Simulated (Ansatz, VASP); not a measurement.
One calculation of TiO2, two programs

```xyz
24
Lattice="2.9639 0.0000 0.0000 0.0000 6.5666 0.0000 0.0000 0.0000 27.4093" Properties=species:S:1:pos:R:3 pbc="T T T"
O     1.4819    0.0000    7.3626
O     0.0000    4.5208    8.5590
O     0.0000    2.0458    8.5590
O     1.4819    0.0000    9.9414
O     1.4819    3.2833   10.7223
O     0.0000    1.2863   11.9948
O     0.0000    5.2804   11.9948
O     1.4819    3.2833   13.3102
O     1.4819    0.0000   14.0990
O     0.0000    4.5696   15.4145
O     0.0000    1.9970   15.4145
O     1.4819    0.0000   16.6870
O     1.4819    3.2833   17.4678
O     0.0000    1.2375   18.8503
O     0.0000    5.3291   18.8503
O     1.4819    3.2833   20.0467
Ti    0.0000    0.0000    8.4260
Ti    1.4819    3.2833    8.9259
Ti    0.0000    3.2833   12.1799
Ti    1.4819    0.0000   11.7548
Ti    0.0000    0.0000   15.2293
Ti    1.4819    3.2833   15.6545
Ti    0.0000    3.2833   18.9833
Ti    1.4819    0.0000   18.4834
```

Alike in both runs: functional PBE; k mesh 9 × 4 × 1; occupations gaussian, width 0.05 eV; no spin polarisation.

Ansatz relaxed the structure, and its values are those at the end. VASP's run is a single point on that final structure, the one shown.

|  | VASP | Ansatz |
| --- | --- | --- |
| version | VASP 6.6.1 | Ansatz 0.2.0 |
| potentials or method | VASP PAW PBE potentials, release 64 (O, Ti_sv), cutoff 520 eV | scalar-relativistic, plane waves, PAW |
| valence electrons in the cell | 192 | 192 |

Ansatz gave:

| Property | Result |
| --- | --- |
| gap on the k mesh at the Fermi level (eV) | 2.11 |
| least direct gap on the mesh (eV) | 2.11 |
| rms of the force components (eV/Å) | 0.003 |

Task: Estimate VASP's values.

Result: gap on the k mesh at the Fermi level (eV): 2.09; least direct gap on the mesh (eV): 2.09; rms of the force components (eV/Å): 0.041.

Ansatz's warnings: xc potential rough in thin density.
